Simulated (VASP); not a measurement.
A run of VASP 6.6.1:

INCAR

```
PREC = Accurate ; ENCUT = 520
EDIFF = 1E-6 ; ISMEAR = 0
SIGMA = 0.05 ; LREAL = False
LASPH = True ; NELM = 80
ALGO = Normal ; ISIF = 2
LWAVE = False ; LCHARG = False
GGA = PS ; NBANDS = 16
```

Contents of KPOINTS:

```
regular mesh
0
Gamma
  10 10 10
```

File POSCAR:

```
NbAs
1.0
    0.0000000000      2.6031519958      2.6031519958
    2.6031519958      0.0000000000      2.6031519958
    2.6031519958      2.6031519958      0.0000000000
Nb As
1 1
Direct
    0.0000000000      0.0000000000      0.0000000000
    0.2500000000      0.2500000000      0.2500000000
```

Potentials or basis: VASP PAW PBE potentials, release 64 (Nb_sv, As).

The run is started by

```bash
$ cat potpaw_PBE.64/Nb_sv/POTCAR potpaw_PBE.64/As/POTCAR > POTCAR
$ mpirun -np 1 vasp_std > vasp.out
```

Hardware: 1 thread of Intel(R) Xeon(R) 6975P-C (Granite Rapids) (shared host).

Q: How long does it take, and how much memory?

A: Run time: 12 s on 1 thread of Intel(R) Xeon(R) 6975P-C (Granite Rapids), with other jobs on the host, peak memory 0.17 GiB. Counts: scf iterations 12, k points 47.
